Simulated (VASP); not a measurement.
A run of VASP 6.6.1:

INCAR

```
SYSTEM = PbS
ALGO = Normal
EDIFF = 1E-6
ENCUT = 520
GGA = PE
ISIF = 2
ISMEAR = 0
IVDW = 12
LASPH = .True.
LCHARG = .False.
LREAL = .False.
LWAVE = .False.
NBANDS = 50
NELM = 80
PREC = Accurate
SIGMA = 0.03
```

File KPOINTS:

```
k-points
0
Gamma
  8 8 3
  0 0 0
```

The input POSCAR:

```
PbS
1.0
   -2.9671314639     -2.9671314639      0.0000000000
    2.9671314639     -2.9671314639      0.0000000000
    0.0000000000      0.0000000000     14.8685258554
Pb S
4 4
Direct
    0.5000000000      0.5000000000      0.0997789388
    0.0000000000      0.0000000000      0.2993368165
    0.5000000000      0.5000000000      0.4988946942
    0.0000000000      0.0000000000      0.6984525719
    0.0000000000      0.0000000000      0.0997789388
    0.5000000000      0.5000000000      0.2993368165
    0.0000000000      0.0000000000      0.4988946942
    0.5000000000      0.5000000000      0.6984525719
```

Potentials or basis: VASP PAW PBE potentials, release 64 (Pb_d, S).

Run with:

```sh
$ cat potpaw_PBE.64/Pb_d/POTCAR potpaw_PBE.64/S/POTCAR > POTCAR
$ mpirun -np 1 vasp_std > vasp.out
```

Hardware: 1 thread of Intel(R) Xeon(R) 6975P-C (Granite Rapids) (shared host).

Q: Estimate the wall time of this run.

A: Wall time 3.8 min on 1 thread of Intel(R) Xeon(R) 6975P-C (Granite Rapids), with other jobs on the host, peak memory 0.5 GiB. Counts: scf iterations 16, k points 30.
